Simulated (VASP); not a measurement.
**CaB15N16 (a cell with a defect): single point with PBE**

System: CaB15N16 (a cell with a defect).

```
B Ca N
1.0
    -3.62411    3.62411   -3.62411
     3.62411    3.62411    3.62411
     3.62411   -3.62411   -3.62411
B Ca N
15 1 16
Direct
  0.98584 0.98746 0.99100
  0.00333 0.25131 0.76505
  0.00332 0.51515 0.50121
  0.98584 0.74110 0.23737
  0.24968 0.00494 0.76505
  0.24968 0.51515 0.25485
  0.24968 0.75131 0.00121
  0.51353 0.00494 0.50121
  0.51353 0.25130 0.25485
  0.49604 0.49767 0.01141
  0.49605 0.76151 0.74757
  0.73948 0.98746 0.23736
  0.74968 0.25131 0.00121
  0.75989 0.49767 0.74757
  0.74968 0.75130 0.50121
  0.24970 0.25132 0.50120
  0.93715 0.93877 0.18867
  0.99419 0.25131 0.00792
  0.01189 0.50680 0.75670
  0.99419 0.75802 0.50121
  0.24968 0.99582 0.00792
  0.24968 0.25131 0.81374
  0.24968 0.56385 0.50121
  0.24969 0.75802 0.24572
  0.50518 0.01351 0.75670
  0.56223 0.25130 0.50121
  0.50517 0.50679 0.26341
  0.48748 0.74460 0.99450
  0.75640 0.99581 0.50121
  0.75639 0.25131 0.24572
  0.74298 0.48911 0.99450
  0.74297 0.74459 0.73901
```

```
Program                : VASP 6.6.1
Task                   : single point
Functional             : PBE
Potentials or basis    : VASP PAW PBE potentials, release 64 (B, Ca_sv, N)
Cutoff                 : 520 eV
k mesh                 : 1 × 1 × 1, shifted
Occupations            : gaussian, width 0.01 eV
Spin                   : no spin polarisation
Dipole correction      : no
Charge                 : -1
Further INCAR settings : LREAL = Auto; ALGO = Normal; EDIFF = 1e-07; NBANDS = 90; NELECT = 136.0
```

```yaml
Largest_force: 0.082 eV/Å
```

Forces in eV/Å, atoms in the order of the input:
```
B   -0.006  0.028  0.006
B    0.006 -0.006  0.027
B    0.006 -0.027  0.006
B   -0.005 -0.005 -0.028
B   -0.027 -0.006 -0.006
B   -0.027  0.006  0.006
B   -0.001  0.000  0.001
B   -0.006 -0.027 -0.006
B   -0.006  0.006  0.027
B    0.006  0.028 -0.006
B    0.005  0.006 -0.028
B    0.028 -0.005  0.005
B   -0.001  0.000  0.001
B    0.028  0.006 -0.005
B    0.000  0.000  0.000
Ca   0.000 -0.001  0.000
N   -0.048 -0.048  0.048
N   -0.002  0.002 -0.017
N   -0.016 -0.002  0.002
N   -0.002  0.017 -0.002
N    0.017  0.002  0.002
N    0.047 -0.048 -0.047
N    0.047  0.047  0.048
N    0.017 -0.002 -0.002
N   -0.002 -0.002  0.016
N   -0.048  0.047 -0.047
N   -0.002 -0.017  0.002
N   -0.017  0.002 -0.002
N    0.002  0.017  0.002
N    0.002 -0.002 -0.017
N    0.002  0.002  0.017
N    0.002 -0.017 -0.002
```

Levels at points of the mesh, in eV from the Fermi level:
```
           k point  band 65  band 66  band 67  band 68  band 69  band 70  band 71  band 72
(0.25, 0.25, 0.25)    -0.98    -0.07    -0.07    -0.07     5.95     5.95     6.37     6.37
```

Run time: 68 s on 1 thread of Intel(R) Xeon(R) Platinum 8488C (Sapphire Rapids), on a shared host, peak memory 0.32 GiB.

Caveat: the k points lie up to 1.23 Å⁻¹ apart, too coarse for converged energies, forces and pressures; the cell carries a net charge on a neutralising background, which shifts energy and pressure; the cell is charged against a uniform background, so pressure and absolute levels hang on convention.
